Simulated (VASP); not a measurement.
A run of VASP 6.6.1 is set up as follows.

INCAR

```
PREC = Accurate
ENCUT = 520
EDIFF = 1E-7
ISMEAR = 0
SIGMA = 0.05
LREAL = False
LASPH = True
NELM = 80
ALGO = Normal
ISIF = 2
LWAVE = False
LCHARG = True
GGA = PE
IVDW = 12
LELF = True
LVHAR = True
NBANDS = 26
```

Contents of KPOINTS:

```
regular mesh
0
Gamma
  12 12 4
```

The input POSCAR:

```
ZnO
1.0
    3.0940955581      0.0000000000      0.0000000000
   -1.5470477790      2.6795653551      0.0000000000
    0.0000000000      0.0000000000      8.0520026546
Zn O
2 2
Direct
    0.0000000000      0.0000000000      0.7500000000
    0.0000000000      0.0000000000      0.2500000000
    0.3333333333      0.6666666667      0.2500000000
    0.6666666667      0.3333333333      0.7500000000
```

Potentials or basis: VASP PAW PBE potentials, release 64 (Zn, O).

The run is started by

```sh
$ cat potpaw_PBE.64/Zn/POTCAR potpaw_PBE.64/O/POTCAR > POTCAR
$ mpirun -np 1 vasp_std > vasp.out
```

Problem. What does it give for the pressure?

Solution. 18.6 GPa.

Problem. Predict the dispersion energy per atom.

Solution. -0.152 eV.

Problem. Predict the band gap on the k mesh.

Solution. 0.91 eV.

Stress tensor (GPa, compression positive):
```
28.79  0.00  0.00
 0.00 28.79  0.00
 0.00  0.00 -1.90
```

Caveat: the stress differs along the axes, from -2 to 29 GPa. A k mesh can miss the band edges.
